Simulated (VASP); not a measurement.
Runs of VASP 6.6.1 on BN. The structure is that of space group P4_2/mnm (No. 136), or close to it. The cells are those of the table. 

```csv
cell,gap on the mesh (eV),pressure (GPa),largest force (eV/Å)
"a = 4.266, b = 4.266, c = 2.843 Å, 8 atoms",3.40,-14.0,1.30
"a = 4.365, b = 4.365, c = 2.690 Å, 8 atoms",4.54,-14.4,0.50
"a = 4.365, b = 4.365, c = 2.233 Å, 8 atoms",3.87,80.9,1.87
"a = 4.464, b = 4.464, c = 2.614 Å, 8 atoms",4.61,-19.2,0.04
"a = 4.299, b = 4.299, c = 2.386 Å, 8 atoms",(b),51.0,0.48
"a = 4.398, b = 4.398, c = 2.614 Å, 8 atoms",4.57,-10.2,0.21
"a = 4.530, b = 4.530, c = 2.538 Å, 8 atoms",4.67,(a),0.31
"a = 4.398, b = 4.398, c = 2.233 Å, 8 atoms",3.82,72.8,1.89
```

Alike in all rows: task single point; level PBEsol; potentials or basis VASP PAW PBE potentials, release 64 (B, N); no spin polarisation; k mesh 6 × 6 × 10; cutoff (eV) 520; smearing gaussian 0.05 eV.

Task: Estimate the missing entries.

Result: (a) -17.8; (b) 4.55.

Caveats: the PAW data sets were made with another functional, which shifts forces and pressure a little.

A k mesh can miss the band edges.
